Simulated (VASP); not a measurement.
Wanted: the native input for a VASP 6.6.1 run.

```
Task                   : single point
Functional             : PBEsol
Dispersion             : D3(BJ)
Potentials or basis    : VASP PAW PBE potentials, release 64 (Mo_sv, S)
Cutoff                 : 520 eV
k mesh                 : 15 × 15 × 15
Occupations            : gaussian, width 0.15 eV
Spin                   : no spin polarisation
Dipole correction      : no
Further INCAR settings : ALGO = Normal; EDIFF = 1e-06; NBANDS = 20
```

The structure of MoS2 lies in POSCAR:

```
MoS2
1.0
    1.5399048573      0.8890644839      5.7970502989
   -1.5399048573      0.8890644839      5.7970502989
    0.0000000000     -1.7781289678      5.7970502989
Mo S
1 2
Direct
    0.0000000000      0.0000000000      0.0000000000
    0.7715065927      0.7715065927      0.7346701195
    0.2284934073      0.2284934073      0.2653298805
```

This cell differs from its parent crystal: atoms displaced along a vibrational mode.

These files were run (other wordings do the same):

INCAR

```
PREC     = Accurate       # precision mode
ENCUT    = 520            # plane-wave cutoff, eV
EDIFF    = 1E-6           # SCF threshold, eV
ISMEAR   = 0              # smearing method
SIGMA    = 0.15           # smearing width, eV
LREAL    = F              # projectors in reciprocal space
LASPH    = T              # aspherical terms in the spheres
NELM     = 80             # most SCF steps
ALGO     = Normal         # electronic algorithm
ISIF     = 2              # what is computed and relaxed
LWAVE    = F              # write WAVECAR
LCHARG   = F              # write CHGCAR
GGA      = PS             # functional
IVDW     = 12             # dispersion correction
NBANDS   = 20             # bands
```

KPOINTS

```
regular mesh
0
Gamma
  15 15 15
```

Potentials or basis: VASP PAW PBE potentials, release 64 (Mo_sv, S).

The run is started by

```console
$ cat potpaw_PBE.64/Mo_sv/POTCAR potpaw_PBE.64/S/POTCAR > POTCAR
$ mpirun -np 1 vasp_std > vasp.out
```

It gave:

```yaml
Pressure: 0.3 GPa
Largest_force: 0.604 eV/Å
Band_gap_on_the_k_mesh: zero (bands 13 and 14 overlap by 0.49 eV)
Dispersion_energy_per_atom: -0.415 eV
```

Caveat: the cell differs from its parent crystal (atoms displaced along a vibrational mode); the PAW data sets were made with another functional, which shifts forces and pressure a little.

Wall time 30 min on 1 thread of AMD EPYC 9R45 96-Core Processor (Zen 5) (shared host), peak memory 0.9 GiB.
